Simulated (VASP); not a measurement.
Input of a VASP 6.6.1 run:

The input POSCAR:

```
KF
1.0
    0.0000000000      2.6589566750      2.6589566750
    2.6589566750      0.0000000000      2.6589566750
    2.6589566750      2.6589566750      0.0000000000
K F
1 1
Direct
    0.0000000000      0.0000000000      0.0000000000
    0.5000000000      0.5000000000      0.5000000000
```

Contents of INCAR.step1:

```
SYSTEM = KF
ALGO = Normal
EDIFF = 1E-4
ENCUT = 520
GGA = PE
ISMEAR = 0
LASPH = .TRUE.
LCHARG = .FALSE.
LREAL = .FALSE.
LWAVE = .TRUE.
NBANDS = 15
NELM = 100
PREC = Accurate
SIGMA = 0.01
```

Contents of INCAR.step2:

```
SYSTEM = KF
ALGO = Normal
EDIFF = 1E-7
ENCUT = 520
ISIF = 2
ISMEAR = 0
ISTART = 1
LASPH = .TRUE.
LCHARG = .FALSE.
LMIXTAU = .TRUE.
LREAL = .FALSE.
LWAVE = .FALSE.
METAGGA = R2SCAN
NBANDS = 15
NELM = 100
PREC = Accurate
SIGMA = 0.01
```

The input KPOINTS:

```
k-points
0
G
  8 8 8
  0 0 0
```

Potentials or basis: VASP PAW PBE potentials, release 64 (K_sv, F).

The run is started by

```console
$ cat potpaw_PBE.64/K_sv/POTCAR potpaw_PBE.64/F/POTCAR > POTCAR
$ cp INCAR.step1 INCAR
$ mpirun -np 1 vasp_std > vasp.out
$ cp INCAR.step2 INCAR
$ mpirun -np 1 vasp_std > vasp.out
```

(1) Predict the band gap on the k mesh.

(2) Predict the pressure.

## Answers

(1) 6.91 eV, direct.

(2) 0.0 GPa.

Caveat: the PAW data sets were made with another functional, which shifts forces and pressure a little.
